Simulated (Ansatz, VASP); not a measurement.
## Two plane-wave programs on TlBr

```
CELL_PARAMETERS angstrom
3.97000 0.00000 0.00000
0.00000 3.97000 0.00000
0.00000 0.00000 3.97000
ATOMIC_POSITIONS crystal
Tl 0.00000 0.00000 0.00000
Br 0.50000 0.50000 0.50000
```

Alike in both runs: task relaxation of cell and atoms; functional PBE; k mesh 8 × 8 × 8; occupations gaussian, width 0.02 eV; no spin polarisation.

```csv
,VASP,Ansatz
version,VASP 6.6.1,Ansatz 0.2.0
potentials or method,"VASP PAW PBE potentials, release 64 (Tl_d, Br), cutoff 500 eV","scalar-relativistic, plane waves, PAW"
valence electrons in the cell,20,20
```

|  | VASP | Ansatz | Ansatz less VASP |
| --- | --- | --- | --- |
| gap on the k mesh at the Fermi level, each at its own relaxed structure (eV) | 2.00 | 1.99 | -0.001 |
| relaxed volume (Å³/atom) | 33.22 | 33.28 | +0.065 |
| relaxed cell length with the largest relative difference (Å) | 4.050 | 4.053 | +0.0026 |

Spin-orbit coupling is off throughout.
